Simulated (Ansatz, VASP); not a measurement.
**Rh in VASP and in Ansatz**

```
Rh
1.0
     0.00000    1.85401    1.94909
     1.85401    0.00000    1.94909
     1.85401    1.85401    0.00000
Rh
1
Direct
  0.00000 0.00000 0.00000
```

Change from the starting cell: strain -0.025 along x and y, +0.025 along z, atoms carried along.

Alike in both runs: task single point; functional PBE; k mesh 22 × 22 × 22; occupations gaussian, width 0.15 eV; no spin polarisation.

|  | VASP | Ansatz |
| --- | --- | --- |
| version | VASP 6.6.1 | Ansatz 0.2.0 |
| potentials or method | VASP PAW PBE potentials, release 64 (Rh_pv), cutoff 520 eV | scalar-relativistic, plane waves, PAW |
| valence electrons in the cell | 15 | 17 |

VASP gave:

| Property | Result |
| --- | --- |
| gap on the k mesh at the Fermi level (eV) | none |
| pressure (GPa) | 14.2 |
| traceless stress, the component that is largest in VASP (GPa) | -9.10 |

Q: What did Ansatz give for the same quantities?

A: gap on the k mesh at the Fermi level (eV): none; pressure (GPa): 14.2; traceless stress, the component that is largest in VASP (GPa): -9.13.

A gap of «none» marks a metal or a gap that the smearing closes. VASP's potentials hold 15 valence electrons a cell and Ansatz's 17, so a difference there can come from the potentials and not from the codes.
